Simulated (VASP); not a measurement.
The system is Cr.

```xyz
2
Lattice="0.0000 2.5298 2.5298 2.5298 0.0000 2.5298 2.5298 2.5298 0.0000" Properties=species:S:1:pos:R:3 pbc="T T T"
Cr    0.6324    0.6324    0.6324
Cr    4.4271    4.4271    4.4271
```

- Program: VASP 6.6.1
- Task: relaxation of cell and atoms
- Functional: PBE
- Potentials or basis: VASP PAW PBE potentials, release 64 (Cr_pv)
- Cutoff: 600 eV
- k mesh: 11 × 11 × 11
- Occupations: fermi-dirac, width 0.05 eV
- Spin: collinear spin, antiferromagnetic start
- Starting moments: [1.5, -1.5] μB

At the start: pressure 11.8 GPa; volume 16.19 Å³/atom.

Where does the relaxation end?

Over 4 steps the energy falls by 108.5 meV/atom and the volume is 19.80 Å³/atom (+22.3 %); space group Fd-3m (No. 227, to 0.05 Å); moment 0.00 μB per cell.

The path:
```csv
step,energy change (eV),largest force (eV/Å),pressure (GPa),volume (Å³)
1,0.0000,0.0000,11.84,32.38
2,-0.2123,0.0000,1.26,38.31
3,-0.2167,0.0000,-0.30,39.93
4,-0.2171,0.0000,-0.02,39.60
```

Final structure:
```
Cr
1.0
     0.00000    2.70538    2.70538
     2.70538    0.00000    2.70538
     2.70538    2.70538    0.00000
Cr
2
Cartesian
  0.6763 0.6763 0.6763
  4.7344 4.7344 4.7344
```

Caveat: the volume moved by over 15 % at a fixed basis, so the end points are rough.
